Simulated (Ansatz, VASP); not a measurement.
One calculation of Gd, two programs

```
CELL_PARAMETERS angstrom
3.48415 0.00000 0.00000
-1.74208 3.01737 0.00000
0.00000 0.00000 5.58672
ATOMIC_POSITIONS crystal
Gd 0.33333 0.66667 0.25000
Gd 0.66667 0.33333 0.75000
```

Alike in both runs: task single point; functional LDA; k mesh 10 × 10 × 6; occupations fermi-dirac, width 0.2 eV; collinear spin.

|  | VASP | Ansatz |
| --- | --- | --- |
| version | VASP 6.6.1 | Ansatz 0.2.0 |
| potentials or method | VASP PAW PBE potentials, release 64 (Gd), cutoff 520 eV | plane waves (420 eV) with PAW, scalar-relativistic |
| valence electrons in the cell | 36 | 36 |

VASP gave:

* pressure (GPa): 0.9
* traceless stress, the component that is largest in VASP (GPa): -0.09
* net moment per atom (μB): 7.20
* size of the moment on the site where the two differ most (μB): 6.80

Question: Which values does Ansatz return?

Answer: Pressure (GPa): 0.9; traceless stress, the component that is largest in VASP (GPa): -0.06; net moment per atom (μB): 7.29; size of the moment on the site where the two differ most (μB): 7.10.

VASP's potentials were made for PBE, not for LDA, and Ansatz warns of the same on its side. LDA's correlation is that of Perdew and Zunger in VASP and of Perdew and Wang (1992) in Ansatz. Site moments also hang on the region over which each program counts them.

Spin-orbit coupling is off throughout.
